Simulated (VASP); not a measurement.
The system is BN.

```xyz
4
Lattice="2.5006 0.0000 0.0000 -1.2503 2.1656 0.0000 0.0000 0.0000 6.5236" Properties=species:S:1:pos:R:3 pbc="T T T"
B     0.0000    1.4437    1.6309
B     1.2503    0.7219    4.8927
N     0.0000    1.4437    4.8927
N     1.2503    0.7219    1.6309
```

Program: VASP 6.6.1. Alike in all runs: task single point; no spin polarisation; cell as given; k mesh 6 × 6 × 2; cutoff (eV) 520; smearing gaussian 0.01 eV.

Q: Order these runs on this cell by their pressure, lowest first.
A. level LDA; potentials or basis VASP PAW LDA potentials, release 64 (B, N)
B. level r2SCAN; potentials or basis VASP PAW PBE potentials, release 64 (B, N)
C. level PBE; potentials or basis VASP PAW PBE potentials, release 64 (B, N)

A: A (-3.1 GPa), B (1.0 GPa), C (4.7 GPa).

Caveats: all runs use coarse meshes; the PAW data sets were made with another functional, which shifts forces and pressure a little (at least some runs); this functional lacks dispersion, which binds the layers, so the pressure and a relaxed spacing across them are unreliable (at least some runs).
